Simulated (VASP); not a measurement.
# Si2Mo (I4/mmm) in VASP: single point with PBEsol

Aim: the single point of Si2Mo with PBEsol.

Program: VASP 6.6.1. These are calculated values, not measurements. Logs are shortened: lines on timing, memory, paths and dates and some standing lists are left out, and cuts for length are marked.

## (1) The cell of the first run

Symmetry: I4/mmm, No. 139, tetragonal system. Conventional cell: a = 3.200 Å, b = 3.200 Å, c = 7.861 Å, α = 90.00°, β = 90.00°, γ = 90.00°. Within 3.4 Å of Si (site symmetry 4mm) lie 9 Si at 2.61 to 3.20 Å and 5 Mo at 2.62 Å. Within 3.5 Å of Mo (site symmetry 4/mmm) lie 10 Si at 2.62 Å and 4 Mo at 3.20 Å.

## (2) Single point, PBEsol

Input file INCAR:

```
ALGO     = Normal         # electronic algorithm
EDIFF    = 1E-7           # SCF threshold, eV
ENCUT    = 520            # plane-wave cutoff, eV
GGA      = PS             # functional
ISIF     = 2              # what is computed and relaxed
ISMEAR   = 0              # smearing method
LASPH    = T              # aspherical terms in the spheres
LCHARG   = T              # write CHGCAR
LELF     = T              # ELF
LREAL    = F              # projectors in reciprocal space
LVHAR    = T            
LWAVE    = F              # write WAVECAR
NBANDS   = 18             # bands
NELM     = 80             # most SCF steps
PREC     = Accurate       # precision mode
SIGMA    = 0.05           # smearing width, eV
```

Input file KPOINTS:

```
k-points
0
Gamma
  18 18 18
```

Input file POSCAR:

```
Si2Mo
1.0
   -1.6000000000      1.6000000000      3.9305000000
    1.6000000000     -1.6000000000      3.9305000000
    1.6000000000      1.6000000000     -3.9305000000
Si Mo
2 1
Direct
    0.3330000000      0.3330000000      0.0000000000
    0.6670000000      0.6670000000      0.0000000000
    0.0000000000      0.0000000000      0.0000000000
```

Potentials or basis: VASP PAW PBE potentials, release 64 (Si, Mo_sv).

Command:

```
$ cat potpaw_PBE.64/Si/POTCAR potpaw_PBE.64/Mo_sv/POTCAR > POTCAR
$ mpirun -np 1 vasp_std > vasp.out
```

OUTCAR:

```text
EDIFF = 1E-7
   ENCUT = 520
   GGA = PS
   ISIF = 2
   ISMEAR = 0
   LASPH = T
   LREAL = F
   NELM = 80
   PREC = Accurate

 ion  position               nearest neighbor table
   1  0.333  0.333  0.000-   2 2.61   2 2.61   2 2.61   2 2.61   3 2.62   3 2.62   3 2.62   3 2.62
                             3 2.62   2 2.63
   2  0.667  0.667  0.000-   1 2.61   1 2.61   1 2.61   1 2.61   3 2.62   3 2.62   3 2.62   3 2.62
                             3 2.62   1 2.63
   3  0.000  0.000  0.000-   2 2.62   1 2.62   2 2.62   1 2.62   2 2.62   1 2.62   1 2.62   2 2.62
                             1 2.62   2 2.62

  LATTYP: Found a body centered tetragonal cell.
 ALAT       =     3.2000000000
 C/A-ratio  =     2.4565625000

  Lattice vectors:

 A1 = (  -1.6000000000,   1.6000000000,   3.9305000000)
 A2 = (   1.6000000000,  -1.6000000000,   3.9305000000)
 A3 = (   1.6000000000,   1.6000000000,  -3.9305000000)

Analysis of symmetry for initial positions (statically):
=====================================================================
 Subroutine PRICEL returns:
 Original cell was already a primitive cell.

 Routine SETGRP: Setting up the symmetry group for a
 body centered tetragonal supercell.

 Subroutine GETGRP returns: Found 16 space group operations
 (whereof 16 operations were pure point group operations)
 out of a pool of 16 trial point group operations.

The static configuration has the point symmetry D_4h.

Analysis of symmetry for dynamics (positions and initial velocities):
=====================================================================
 Subroutine PRICEL returns:
 Original cell was already a primitive cell.

 Routine SETGRP: Setting up the symmetry group for a
 body centered tetragonal supercell.

 Subroutine GETGRP returns: Found 16 space group operations
 (whereof 16 operations were pure point group operations)
 out of a pool of 16 trial point group operations.

The dynamic configuration has the point symmetry D_4h.

 Subroutine INISYM returns: Found 16 space group operations
 (whereof 16 operations are pure point group operations),
 and found     1 'primitive' translations

----------------------------------------------------------------------------------------

                                     Primitive cell

  volume of cell :      40.2483

  direct lattice vectors                    reciprocal lattice vectors
    -1.600000000  1.600000000  3.930500000     0.000000000  0.312500000  0.127210279
     1.600000000 -1.600000000  3.930500000     0.312500000  0.000000000  0.127210279
     1.600000000  1.600000000 -3.930500000     0.312500000  0.312500000  0.000000000

  length of vectors
     4.535287229  4.535287229  4.535287229     0.337399918  0.337399918  0.441941738

  position of ions in fractional coordinates (direct lattice)
     0.333000000  0.333000000  0.000000000
     0.667000000  0.667000000  0.000000000
     0.000000000  0.000000000  0.000000000

  ion indices of the primitive-cell ions
   primitive index   ion index
                 1           1
                 2           2
                 3           3

----------------------------------------------------------------------------------------

 KPOINTS: k-points

Automatic generation of k-mesh.
 Grid dimensions read from file:
 generate k-points for:   18   18   18

 Generating k-lattice:

  Cartesian coordinates                     Fractional coordinates (reciprocal lattice)
     0.000000000  0.017361111  0.007067238     0.055555556  0.000000000  0.000000000
     0.017361111  0.000000000  0.007067238     0.000000000  0.055555556  0.000000000
     0.017361111  0.017361111  0.000000000     0.000000000  0.000000000  0.055555556

  Length of vectors
     0.018744440  0.018744440  0.024552319

  Shift w.r.t. Gamma in fractional coordinates (k-lattice)
     0.000000000  0.000000000  0.000000000

 Subroutine IBZKPT returns following result:
 ===========================================

 Found    480 irreducible k-points:

 Following reciprocal coordinates:
            Coordinates               Weight
  0.000000  0.000000  0.000000      1.000000
  0.055556  0.000000 -0.000000      8.000000
  0.111111  0.000000 -0.000000      8.000000
  0.166667  0.000000 -0.000000      8.000000
  0.222222  0.000000 -0.000000      8.000000
  0.277778  0.000000 -0.000000      8.000000
[... 16 lines left out ...]
 -0.277778  0.055556  0.000000     16.000000
 -0.222222  0.055556  0.000000     16.000000
 [... further k-points ...]
   k-points           NKPTS =    480   k-points in BZ     NKDIM =    480   number of bands    NBANDS=     18
   number of dos      NEDOS =    301   number of ions     NIONS =      3
   total plane-waves  NPLWV =  46656
   dimension x,y,z NGX =    36 NGY =   36 NGZ =   36
   dimension x,y,z NGXF=    72 NGYF=   72 NGZF=   72
   ions per type =               2   1
   NGX,Y,Z   is equivalent  to a cutoff of  13.20, 13.20, 13.20 a.u.
   NGXF,Y,Z  is equivalent  to a cutoff of  26.39, 26.39, 26.39 a.u.
 SYSTEM =  unknown system
   PREC   = accura    normal or accurate (medium, high low for compatibility)
   ISTART =      0    job   : 0-new  1-cont  2-samecut
   ICHARG =      2    charge: 1-file 2-atom 10-const
   ISPIN  =      1    spin polarized calculation?
   LNONCOLLINEAR =      F non collinear calculations
   LSORBIT =      F    spin-orbit coupling
   LASPH  =      T    aspherical Exc in radial PAW
   ENCUT  =  520.0 eV  38.22 Ry    6.18 a.u.   8.43  8.43  8.43*2*pi/ulx,y,z
   NELM   =     80;   NELMIN=  2; NELMDL= -5     # of ELM steps
   EDIFF  = 0.1E-06   stopping-criterion for ELM
   LREAL  =      F    real-space projection
   EDIFFG = 0.1E-05   stopping-criterion for IOM
   NSW    =      0    number of steps for IOM
   IBRION =     -1    ionic relax: 0-MD 1-quasi-New 2-CG
   NFREE  =      0    steps in history (QN), initial steepest desc. (CG)
   ISIF   =      2    stress and relaxation
   ISYM   =      2    0-nonsym 1-usesym 2-fastsym
   POTIM  = 0.5000    time-step for ionic-motion
   TEBEG  =    0.0;   TEEND  =   0.0 temperature during run
   PSTRESS=    0.0 pullay stress
   NELECT =      22.0000    total number of electrons
   NUPDOWN=      -1.0000    fix difference up-down
   EMIN   =  10.00;   EMAX   =-10.00  energy-range for DOS
   EFERMI =   0.00;   METHOD = LEGACY
   ISMEAR =     0;   SIGMA  =   0.05  broadening in eV -4-tet -1-fermi 0-gaus
   EFERMI_NEDOS =   21; number of points for ismear=-14 and -15
   IALGO  =     38    algorithm
   IMIX   =      4    mixing-type and parameters
     AMIX     =   0.40;   BMIX     =  1.00
     AMIX_MAG =   1.60;   BMIX_MAG =  1.00
  volume/ion in A,a.u.               =      13.42        90.54
  Fermi-wavevector in a.u.,A,eV,Ry     =   1.338546  2.529484 24.377614  1.791704
  Thomas-Fermi vector in A             =   2.467007
   LORBIT       =      0    0 simple, 1 ext, 2 COOP (PROOUT), +10 PAW based schemes
   GGA     = PS    functional components
   LHFCALC =     F    Hartree Fock is set to
   AEXX    =    0.0000 exact exchange contribution
   IVDW    =     0    specifies the selected vdW correction
   LEPSILON=     F    determine dielectric tensor
   LRPA    =     F    only Hartree local field effects (RPA)
 non-spin polarized calculation
 Gauss-broadening in eV      SIGMA  =   0.05
  energy-cutoff  :      520.00
  volume of cell :       40.25
 maximum number of plane-waves:      1112
 NGX is ok and might be reduce to    36
   NGX = 17   NGY = 17   NGZ = 17

 number of electron      22.0000000 magnetization

 Free energy of the ion-electron system (eV)
  ---------------------------------------------------
  ext. energy  EPLUGINS =         0.00000000
  ---------------------------------------------------
  free energy    TOTEN  =       -25.07128929 eV

  energy without entropy =      -25.07104376  energy(sigma->0) =      -25.07116652

 E-fermi :  12.1925     XC(G=0): -12.5108

 val. band max:       12.1783530744   @ k =  -0.3889   0.5000   0.3333
 cond. band min:      12.2214509347   @ k =  -0.4444   0.5000   0.2778
 fundamental gap:      0.0430978603
 Fermi energy:        12.1924983041

 k-point     1 :       0.0000    0.0000    0.0000
  band No.  band energies     occupation
      1     -48.4541      2.00000
      2     -22.6490      2.00000
      3     -22.5482      2.00000
      4     -22.5482      2.00000
      5      -1.2700      2.00000
      6       5.8315      2.00000
[... 10 lines left out ...]
     17      17.2296      0.00000
     18      17.2296      0.00000

 k-point     2 :       0.0556    0.0000   -0.0000
  band No.  band energies     occupation
      1     -48.4535      2.00000
      2     -22.6484      2.00000
      3     -22.5561      2.00000
      4     -22.5474      2.00000
      5      -1.2138      2.00000
      6       5.8359      2.00000
[... 10 lines left out ...]
     17      17.2760      0.00000
     18      17.5974      0.00000

 k-point     3 :       0.1111    0.0000   -0.0000
  band No.  band energies     occupation
      1     -48.4519      2.00000
      2     -22.6467      2.00000
      3     -22.5789      2.00000
      4     -22.5453      2.00000
      5      -1.0465      2.00000
      6       5.8376      2.00000
[... 10 lines left out ...]
     17      17.5083      0.00000
     18      18.4011      0.00000

 k-point     4 :       0.1667    0.0000   -0.0000
  band No.  band energies     occupation
      1     -48.4494      2.00000
      2     -22.6441      2.00000
      3     -22.6137      2.00000
      4     -22.5421      2.00000
      5      -0.7720      2.00000
      6       5.7941      2.00000
[... 375 lines left out ...]
      4     -22.5374      2.00000
      5       0.5891      2.00000
      6       4.8056      2.00000
[... 10 lines left out ...]
     17      19.2373      0.00000
     18      20.6629      0.00000

 k-point    23 :      -0.2778    0.0556    0.0000
  band No.  band energies     occupation
      1     -48.4426      2.00000
      2     -22.7000      2.00000
      3     -22.6354      2.00000
      4     -22.5415      2.00000
      5       0.0502      2.00000
      6       5.4203      2.00000
[... 10 lines left out ...]
     17      19.0934      0.00000
     18      20.3874      0.00000

 k-point    24 :      -0.2222    0.0556    0.0000
  band No.  band energies     occupation
      1     -48.4459      2.00000
      2     -22.6554      2.00000
      3     -22.6388      2.00000
      4     -22.5458      2.00000
      5      -0.4046      2.00000
      6       5.8715      2.00000
[... 10 lines left out ...]
     17      18.4720      0.00000
     18      20.5337      0.00000

 [... further k-points ...]
[... 5 lines left out ...]
  --------------------------------------------------------------------------------------
  -------------------------------------------------------------------------------------
  Total       -0.4897933     -0.4897933     -0.8118511      0.0000000      0.0000000      0.0000000
  in kB      -19.4973537    -19.4973537    -32.3176068      0.0000000      0.0000000      0.0000000
  external PRESSURE =     -23.7707714 kB  Pullay stress =       0.0000000 kB

 VOLUME and BASIS-vectors are now :
 -----------------------------------------------------------------------------
  energy-cutoff  :      520.00
  volume of cell :       40.25
      direct lattice vectors                 reciprocal lattice vectors
    -1.600000000  1.600000000  3.930500000     0.000000000  0.312500000  0.127210279
     1.600000000 -1.600000000  3.930500000     0.312500000  0.000000000  0.127210279
     1.600000000  1.600000000 -3.930500000     0.312500000  0.312500000  0.000000000

 POSITION                                       TOTAL-FORCE (eV/Angst)
 -----------------------------------------------------------------------------------
      0.00000      0.00000      2.61771         0.000000      0.000000      0.325023
      0.00000      0.00000      5.24329        -0.000000     -0.000000     -0.325023
      0.00000      0.00000      0.00000         0.000000      0.000000     -0.000000
 -----------------------------------------------------------------------------------
    total drift:                                0.000000      0.000000     -0.000000

  FREE ENERGIE OF THE ION-ELECTRON SYSTEM (eV)
  ---------------------------------------------------
  free  energy   TOTEN  =       -25.0712892886 eV

  energy  without entropy=      -25.0710437575  energy(sigma->0) =      -25.07116652
```

Run time: 7.2 min. Hardware: 1 thread of Intel Xeon Platinum 8488C (Sapphire Rapids), shared host; peak memory 0.45 GiB.

Results:

```
Free energy            : -25.0713 eV
Pressure               : -2.4 GPa
Largest force          : 0.325 eV/Å
Band gap on the k mesh : zero (bands 11 and 12 overlap by 1.04 eV)
```

Forces on the atoms (eV/Å):
```
Si   0.000  0.000  0.325
Si   0.000  0.000 -0.325
Mo   0.000  0.000  0.000
```

Levels at points of the mesh, in eV from the Fermi level:
| k point | band 7 | band 8 | band 9 | band 10 | band 11 | band 12 | band 13 | band 14 | band 15 | band 16 |
| --- | --- | --- | --- | --- | --- | --- | --- | --- | --- | --- |
| (0.00, 0.00, 0.00) | -3.46 | -3.06 | -2.66 | -2.66 | 0.41 | 3.07 | 3.08 | 3.63 | 3.63 | 4.05 |
| (0.50, 0.00, 0.00) | -4.94 | -4.48 | -2.64 | -2.52 | -0.53 | 2.25 | 3.02 | 4.03 | 4.25 | 5.45 |
| (0.50, 0.50, 0.00) | -5.72 | -5.26 | -4.51 | -3.08 | -1.15 | 2.30 | 2.70 | 3.01 | 3.25 | 4.78 |
| (0.50, 0.50, 0.50) | -3.55 | -2.31 | -0.59 | -0.59 | -0.52 | -0.52 | 0.55 | 4.62 | 5.15 | 5.87 |

Caveat: the PAW data sets were made with another functional, which shifts forces and pressure a little.
